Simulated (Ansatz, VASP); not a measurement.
# One calculation of BaTe, two programs

```xyz
2
Lattice="0.0000 3.4714 3.4714 3.4714 0.0000 3.4714 3.4714 3.4714 0.0000" Properties=species:S:1:pos:R:3 pbc="T T T"
Ba    0.0000    0.0000    0.0000
Te    3.5797    3.5797    3.5797
```

Change from the starting cell: all Te atoms moved +0.188 Å, as atom 2 along Cartesian [1 1 1].

Alike in both runs: task single point; functional PBEsol; k mesh 8 × 8 × 8; occupations gaussian, width 0.05 eV; no spin polarisation.

|  | VASP | Ansatz |
| --- | --- | --- |
| version | VASP 6.6.1 | Ansatz 0.2.0 |
| potentials or method | VASP PAW PBE potentials, release 64 (Ba_sv, Te), cutoff 520 eV | scalar-relativistic, plane waves, PAW |
| valence electrons in the cell | 16 | 26 |

|  | VASP | Ansatz | Ansatz less VASP |
| --- | --- | --- | --- |
| gap on the k mesh at the Fermi level (eV) | 1.52 | 1.60 | +0.082 |
| least direct gap on the mesh (eV) | 1.86 | 1.91 | +0.052 |
| pressure (GPa) | 0.6 | 0.3 | -0.39 |
| traceless stress, the component that is largest in VASP (GPa) | -0.10 | -0.09 | +0.007 |
| rms of the force components (eV/Å) | 0.254 | 0.241 | -0.0135 |

VASP's potentials were made for PBE, not for PBEsol. Atom by atom the forces differ by 0.013 eV/Å (rms over components). VASP's potentials hold 16 valence electrons a cell and Ansatz's 26, so a difference there can come from the potentials and not from the codes.

Neither program's run includes spin-orbit coupling.
